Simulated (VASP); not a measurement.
A run of VASP 6.6.1 is set up as follows.

INCAR

```
  PREC = Accurate
  ENCUT = 520
  EDIFF = 1E-6
  ISMEAR = -1
  SIGMA = 0.05
  LREAL = F
  LASPH = T
  NELM = 150
  ALGO = Normal
  ISIF = 2
  LWAVE = F
  LCHARG = F
  ISPIN = 2
  MAGMOM = 4 0
  LORBIT = 11
  LMAXMIX = 4
  GGA = PE
  NBANDS = 20
```

KPOINTS

```
Automatic mesh
0
Gamma
  8 8 8
```

POSCAR

```
MnO
1.0
    0.0000000000      2.4365134300      2.4852436986
    2.4365134300      0.0000000000      2.4852436986
    2.4365134300      2.4365134300      0.0000000000
Mn O
1 1
Direct
    0.0000000000      0.0000000000      0.0000000000
    0.2500000000      0.2500000000      0.2500000000
```

Potentials or basis: VASP PAW PBE potentials, release 64 (Mn_pv, O).

Launch:

```sh
$ cat potpaw_PBE.64/Mn_pv/POTCAR potpaw_PBE.64/O/POTCAR > POTCAR
$ mpirun -np 1 vasp_std > vasp.out
```

Question: Predict the site moments.

Answer: Mn +4.45; O +0.18 μB.

Question: Estimate the pressure.

Answer: -6.4 GPa.

Question: Estimate the net moment.

Answer: 5.00 μB per cell.

Stress tensor (GPa, compression positive):
```
-6.14  0.00  0.00
 0.00 -6.14  0.00
 0.00  0.00 -6.78
```

Caveat: the cell stands under tension; a cell with one magnetic atom can't hold antiferromagnetic order, which such compounds often take.
